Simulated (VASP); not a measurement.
# Zr (P6_3/mmc) in VASP: further runs

The runs below take Zr through electric field gradients, with PBE.

Everything below comes from runs of VASP 6.6.1. Logs are shortened: lines on timing, memory, paths and dates and some standing lists are left out, and cuts for length are marked.

## 1. The cell of the first run

It takes space group P6_3/mmc (No. 194, hexagonal). The conventional cell has a = 3.232 Å, b = 3.232 Å, c = 5.147 Å, α = 90.00°, β = 90.00°, γ = 120.00°. Zr (site symmetry -6m2) has 12 Zr at 3.18 to 3.23 Å within 4.2 Å.

## 2. Electric field gradients, PBE

File INCAR:

```
SYSTEM = Zr
  ALGO = Normal
  EDIFF = 1E-8
  ENCUT = 520
  GGA = PE
  ISIF = 2
  ISMEAR = -1
  LASPH = .True.
  LCHARG = .False.
  LEFG = .True.
  LREAL = .False.
  LWAVE = .False.
  NBANDS = 19
  NELM = 80
  PREC = Accurate
  SIGMA = 0.08
```

File KPOINTS:

```
k-points
0
Gamma
  13 13 7
  0 0 0
```

File POSCAR:

```
Zr
1.0
    3.2319982225      0.0000000000      0.0000000000
   -1.6159991112      2.7989925656      0.0000000000
    0.0000000000      0.0000000000      5.1470000000
Zr
2
Direct
    0.3333333333      0.6666666667      0.2500000000
    0.6666666667      0.3333333333      0.7500000000
```

Potentials or basis: VASP PAW PBE potentials, release 64 (Zr_sv).

Run with:

```bash
cat potpaw_PBE.64/Zr_sv/POTCAR > POTCAR
mpirun -np 1 vasp_std > vasp.out
```

OUTCAR:

```text
SYSTEM = Zr
   EDIFF = 1E-8
   ENCUT = 520
   GGA = PE
   ISIF = 2
   ISMEAR = -1
   LASPH = .True.
   LREAL = .False.
   NELM = 80
   PREC = Accurate

 ion  position               nearest neighbor table
   1  0.333  0.667  0.250-   2 3.18   2 3.18   2 3.18   2 3.18   2 3.18   2 3.18
   2  0.667  0.333  0.750-   1 3.18   1 3.18   1 3.18   1 3.18   1 3.18   1 3.18

  LATTYP: Found a hexagonal cell.
 ALAT       =     3.2319982225
 C/A-ratio  =     1.5925132521

  Lattice vectors:

 A1 = (   3.2319982225,   0.0000000000,   0.0000000000)
 A2 = (  -1.6159991112,   2.7989925656,   0.0000000000)
 A3 = (   0.0000000000,   0.0000000000,   5.1470000000)

Analysis of symmetry for initial positions (statically):
=====================================================================
 Subroutine PRICEL returns:
 Original cell was already a primitive cell.

 Routine SETGRP: Setting up the symmetry group for a
 hexagonal supercell.

 Subroutine GETGRP returns: Found 24 space group operations
 (whereof 12 operations were pure point group operations)
 out of a pool of 24 trial point group operations.

The static configuration has the point symmetry D_3d.
 The point group associated with its full space group is D_6h.

Analysis of symmetry for dynamics (positions and initial velocities):
=====================================================================
 Subroutine PRICEL returns:
 Original cell was already a primitive cell.

 Routine SETGRP: Setting up the symmetry group for a
 hexagonal supercell.

 Subroutine GETGRP returns: Found 24 space group operations
 (whereof 12 operations were pure point group operations)
 out of a pool of 24 trial point group operations.

The dynamic configuration has the point symmetry D_3d.
 The point group associated with its full space group is D_6h.

 Subroutine INISYM returns: Found 24 space group operations
 (whereof 12 operations are pure point group operations),
 and found     1 'primitive' translations

----------------------------------------------------------------------------------------

                                     Primitive cell

  volume of cell :      46.5615

  direct lattice vectors                    reciprocal lattice vectors
     3.231998223  0.000000000  0.000000000     0.309406111  0.178635701  0.000000000
    -1.615999111  2.798992566  0.000000000     0.000000000  0.357271403  0.000000000
     0.000000000  0.000000000  5.147000000     0.000000000  0.000000000  0.194287935

  length of vectors
     3.231998223  3.231998222  5.147000000     0.357271403  0.357271403  0.194287935

  position of ions in fractional coordinates (direct lattice)
     0.333333333  0.666666667  0.250000000
     0.666666667  0.333333333  0.750000000

  ion indices of the primitive-cell ions
   primitive index   ion index
                 1           1
                 2           2

----------------------------------------------------------------------------------------

 KPOINTS: k-points

Automatic generation of k-mesh.
 Grid dimensions read from file:
 generate k-points for:   13   13    7

 Generating k-lattice:

  Cartesian coordinates                     Fractional coordinates (reciprocal lattice)
     0.023800470  0.013741208  0.000000000     0.076923077  0.000000000  0.000000000
     0.000000000  0.027482416  0.000000000     0.000000000  0.076923077  0.000000000
     0.000000000  0.000000000  0.027755419     0.000000000  0.000000000  0.142857143

  Length of vectors
     0.027482416  0.027482416  0.027755419

  Shift w.r.t. Gamma in fractional coordinates (k-lattice)
     0.000000000  0.000000000  0.000000000

 Subroutine IBZKPT returns following result:
 ===========================================

 Found     84 irreducible k-points:

 Following reciprocal coordinates:
            Coordinates               Weight
  0.000000  0.000000  0.000000      1.000000
  0.076923 -0.000000  0.000000      6.000000
  0.153846 -0.000000  0.000000      6.000000
  0.230769 -0.000000  0.000000      6.000000
  0.307692 -0.000000  0.000000      6.000000
  0.384615 -0.000000  0.000000      6.000000
[... 16 lines left out ...]
  0.076923 -0.000000  0.142857     12.000000
  0.153846 -0.000000  0.142857     12.000000
 [... further k-points ...]
   k-points           NKPTS =     84   k-points in BZ     NKDIM =     84   number of bands    NBANDS=     19
   number of dos      NEDOS =    301   number of ions     NIONS =      2
   total plane-waves  NPLWV =  23040
   dimension x,y,z NGX =    24 NGY =   24 NGZ =   40
   dimension x,y,z NGXF=    48 NGYF=   48 NGZF=   80
   ions per type =               2
   NGX,Y,Z   is equivalent  to a cutoff of  12.35, 12.35, 12.92 a.u.
   NGXF,Y,Z  is equivalent  to a cutoff of  24.69, 24.69, 25.84 a.u.
 SYSTEM =  Zr
   PREC   = accura    normal or accurate (medium, high low for compatibility)
   ISTART =      0    job   : 0-new  1-cont  2-samecut
   ICHARG =      2    charge: 1-file 2-atom 10-const
   ISPIN  =      1    spin polarized calculation?
   LNONCOLLINEAR =      F non collinear calculations
   LSORBIT =      F    spin-orbit coupling
   LASPH  =      T    aspherical Exc in radial PAW
   ENCUT  =  520.0 eV  38.22 Ry    6.18 a.u.   6.01  6.01  9.57*2*pi/ulx,y,z
   NELM   =     80;   NELMIN=  2; NELMDL= -5     # of ELM steps
   EDIFF  = 0.1E-07   stopping-criterion for ELM
   LREAL  =      F    real-space projection
   EDIFFG = 0.1E-06   stopping-criterion for IOM
   NSW    =      0    number of steps for IOM
   IBRION =     -1    ionic relax: 0-MD 1-quasi-New 2-CG
   NFREE  =      0    steps in history (QN), initial steepest desc. (CG)
   ISIF   =      2    stress and relaxation
   ISYM   =      2    0-nonsym 1-usesym 2-fastsym
   POTIM  = 0.5000    time-step for ionic-motion
   TEBEG  =    0.0;   TEEND  =   0.0 temperature during run
   PSTRESS=    0.0 pullay stress
   NELECT =      24.0000    total number of electrons
   NUPDOWN=      -1.0000    fix difference up-down
   EMIN   =  10.00;   EMAX   =-10.00  energy-range for DOS
   EFERMI =   0.00;   METHOD = LEGACY
   ISMEAR =    -1;   SIGMA  =   0.08  broadening in eV -4-tet -1-fermi 0-gaus
   EFERMI_NEDOS =   21; number of points for ismear=-14 and -15
   IALGO  =     38    algorithm
   IMIX   =      4    mixing-type and parameters
     AMIX     =   0.40;   BMIX     =  1.00
     AMIX_MAG =   1.60;   BMIX_MAG =  1.00
  volume/ion in A,a.u.               =      23.28       157.11
  Fermi-wavevector in a.u.,A,eV,Ry     =   1.312612  2.480476 23.442147  1.722949
  Thomas-Fermi vector in A             =   2.442992
   LORBIT       =      0    0 simple, 1 ext, 2 COOP (PROOUT), +10 PAW based schemes
   GGA     = PE    functional components
   LHFCALC =     F    Hartree Fock is set to
   AEXX    =    0.0000 exact exchange contribution
   IVDW    =     0    specifies the selected vdW correction
   LEPSILON=     F    determine dielectric tensor
   LRPA    =     F    only Hartree local field effects (RPA)
 non-spin polarized calculation
  energy-cutoff  :      520.00
  volume of cell :       46.56
 maximum number of plane-waves:      1275
   NGX = 13   NGY = 13   NGZ = 19

 number of electron      24.0000000 magnetization

 Free energy of the ion-electron system (eV)
  ---------------------------------------------------
  ext. energy  EPLUGINS =         0.00000000
  ---------------------------------------------------
  free energy    TOTEN  =       -17.06135917 eV

  energy without entropy =      -17.01649694  energy(sigma->0) =      -17.03892805

 E-fermi :   8.9866     XC(G=0): -11.0819

 val. band max:        8.9787924390   @ k =   0.0769   0.0769   0.1429
 cond. band min:       9.0028600259   @ k =   0.0000   0.0000   0.4286
 fundamental gap:      0.0240675868
 Fermi energy:         8.9865641808

 k-point     1 :       0.0000    0.0000    0.0000
  band No.  band energies     occupation
      1     -39.8415      2.00000
      2     -39.6870      2.00000
      3     -18.3631      2.00000
      4     -17.4964      2.00000
      5     -17.4964      2.00000
      6     -17.3561      2.00000
[... 11 lines left out ...]
     18      11.1320      0.00000
     19      13.4283      0.00000

 k-point     2 :       0.0769   -0.0000    0.0000
  band No.  band energies     occupation
      1     -39.8347      2.00000
      2     -39.6842      2.00000
      3     -18.3450      2.00000
      4     -17.5364      2.00000
      5     -17.5096      2.00000
      6     -17.3965      2.00000
[... 11 lines left out ...]
     18      10.9873      0.00000
     19      13.5357      0.00000

 k-point     3 :       0.1538   -0.0000    0.0000
  band No.  band energies     occupation
      1     -39.8158      2.00000
      2     -39.6768      2.00000
      3     -18.2928      2.00000
      4     -17.6471      2.00000
      5     -17.5449      2.00000
      6     -17.5090      2.00000
[... 11 lines left out ...]
     18      11.1144      0.00000
     19      13.7668      0.00000

 k-point     4 :       0.2308   -0.0000    0.0000
  band No.  band energies     occupation
      1     -39.7880      2.00000
      2     -39.6672      2.00000
      3     -18.2126      2.00000
      4     -17.8029      2.00000
      5     -17.6613      2.00000
      6     -17.5926      2.00000
[... 11 lines left out ...]
     18      11.7746      0.00000
     19      13.9920      0.00000

 k-point     5 :       0.3077   -0.0000    0.0000
  band No.  band energies     occupation
      1     -39.7564      2.00000
      2     -39.6589      2.00000
      3     -18.1148      2.00000
      4     -17.9677      2.00000
      5     -17.8160      2.00000
      6     -17.6411      2.00000
[... 11 lines left out ...]
     18      12.6008      0.00000
     19      14.1543      0.00000
[... 334 lines left out ...]
      2     -39.6633      2.00000
      3     -18.0632      2.00000
      4     -17.9280      2.00000
      5     -17.8755      2.00000
      6     -17.8061      2.00000
[... 11 lines left out ...]
     18      13.7239      0.00000
     19      15.4492      0.00000

 k-point    22 :       0.0000    0.0000    0.1429
  band No.  band energies     occupation
      1     -39.8339      2.00000
      2     -39.6947      2.00000
      3     -18.3163      2.00000
      4     -17.4895      2.00000
      5     -17.4895      2.00000
      6     -17.4096      2.00000
[... 11 lines left out ...]
     18      11.3890      0.00000
     19      13.4766      0.00000

 k-point    23 :       0.0769   -0.0000    0.1429
  band No.  band energies     occupation
      1     -39.8274      2.00000
      2     -39.6918      2.00000
      3     -18.3004      2.00000
      4     -17.5284      2.00000
      5     -17.5023      2.00000
      6     -17.4428      2.00000
[... 11 lines left out ...]
     18      11.2990      0.00000
     19      13.5634      0.00000

 k-point    24 :       0.1538   -0.0000    0.1429
  band No.  band energies     occupation
      1     -39.8090      2.00000
      2     -39.6837      2.00000
      3     -18.2557      2.00000
      4     -17.6358      2.00000
      5     -17.5480      2.00000
      6     -17.5367      2.00000
[... 11 lines left out ...]
     18      11.2852      0.00000
     19      13.7460      0.00000

 [... further k-points ...]

------------------------ aborting loop because EDIFF is reached ----------------------------------------

  FORCE on cell =-STRESS in cart. coord.  units (eV):
  Direction    XX          YY          ZZ          XY          YZ          ZX
  --------------------------------------------------------------------------------------
  -------------------------------------------------------------------------------------
  Total        0.0797217      0.0797217      0.2758440      0.0000000      0.0000000      0.0000000
  in kB        2.7432154      2.7432154      9.4917682      0.0000000      0.0000000      0.0000000
  external PRESSURE =       4.9927330 kB  Pullay stress =       0.0000000 kB

 VOLUME and BASIS-vectors are now :
 -----------------------------------------------------------------------------
  energy-cutoff  :      520.00
  volume of cell :       46.56
      direct lattice vectors                 reciprocal lattice vectors
     3.231998223  0.000000000  0.000000000     0.309406111  0.178635701  0.000000000
    -1.615999111  2.798992566  0.000000000     0.000000000  0.357271403  0.000000000
     0.000000000  0.000000000  5.147000000     0.000000000  0.000000000  0.194287935

 POSITION                                       TOTAL-FORCE (eV/Angst)
 -----------------------------------------------------------------------------------
     -0.00000      1.86600      1.28675        -0.000000     -0.000000      0.000000
      1.61600      0.93300      3.86025         0.000000      0.000000      0.000000
 -----------------------------------------------------------------------------------
    total drift:                               -0.000000      0.000000     -0.000000

  FREE ENERGIE OF THE ION-ELECTRON SYSTEM (eV)
  ---------------------------------------------------
  free  energy   TOTEN  =       -17.0613591686 eV

  energy  without entropy=      -17.0164969403  energy(sigma->0) =      -17.03892805

 Electric field gradients (V/A^2)
---------------------------------------------------------------------
 ion       V_xx      V_yy      V_zz      V_xy      V_xz      V_yz
---------------------------------------------------------------------
   1     -20.856   -20.856    41.712     0.000     0.000    -0.000
   2     -20.856   -20.856    41.712     0.000    -0.000     0.000
---------------------------------------------------------------------

 Electric field gradients after diagonalization (V/A^2)
 (convention: |V_zz| > |V_xx| > |V_yy|)
----------------------------------------------------------------------
 ion       V_xx      V_yy      V_zz     asymmetry (V_yy - V_xx)/ V_zz
----------------------------------------------------------------------
   1     -20.856   -20.856    41.712       0.000
   2     -20.856   -20.856    41.712       0.000
----------------------------------------------------------------------

           NMR quadrupolar parameters

 Cq : quadrupolar parameter    Cq=e*Q*V_zz/h
 eta: asymmetry parameters     (V_yy - V_xx)/ V_zz
 Q  : nuclear electric quadrupole moment in mb (millibarn)
----------------------------------------------------------------------
 ion       Cq(MHz)       eta       Q (mb)
----------------------------------------------------------------------
   1       0.101       0.000       1.000
   2       0.101       0.000       1.000
----------------------------------------------------------------------
```

Wall time 2.2 min (1 thread of Intel Xeon 8259CL, shared host); peak memory 0.2 GiB.

What came out:

```yaml
Free_energy: -17.0614 eV
Pressure: 0.5 GPa
Band_gap_on_the_k_mesh: zero (bands 12 and 13 overlap by 1.10 eV)
Largest_electric_field_gradient_by_atom: Zr +41.7 V/Å²
```

Stress tensor (GPa, compression positive):
```
0.27 0.00 0.00
0.00 0.27 0.00
0.00 0.00 0.95
```

Levels at points of the mesh, in eV from the Fermi level:
```tsv
k point	band 10	band 11	band 12	band 13	band 14	band 15
(0.00, 0.00, 0.00)	-3.02	0.87	0.87	1.02	1.18	1.56
```

Electric field gradients, principal values (V/Å²):
```tsv
atom	least	middle	greatest (by size)
1 Zr	-20.856	-20.856	41.712
2 Zr	-20.856	-20.856	41.712
```

Caveat: without QUAD_EFG the Cq values of the log hold for a quadrupole moment of 1 mb, not for the nuclei.

[end of part 1 of 2]
